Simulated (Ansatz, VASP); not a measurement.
YS in VASP and in Ansatz

```
Y S
1.0
     0.00000    2.79746    2.79746
     2.79746    0.00000    2.79746
     2.79746    2.79746    0.00000
Y S
1 1
Direct
  0.50000 0.50000 0.50000
  0.00000 0.00000 0.00000
```

Change from the starting cell: volume scaled by 1.06, PAW files.

Alike in both runs: task electric field gradients; functional LDA; k mesh 8 × 8 × 8; occupations fermi-dirac, width 0.01 eV; no spin polarisation.

```csv
,VASP,Ansatz
version,VASP 6.6.1,Ansatz 0.2.0
potentials or method,"VASP PAW LDA potentials, release 64 (Y_sv, S)","PAW with Ansatz's default frozen-core files, scalar-relativistic"
plane-wave cutoff (eV),520,420
valence electrons in the cell,17,17
```

```csv
,VASP,Ansatz,Ansatz less VASP
pressure (GPa),-8.5,-8.6,-0.04
```

LDA's correlation is that of Perdew and Zunger in VASP and of Perdew and Wang (1992) in Ansatz.
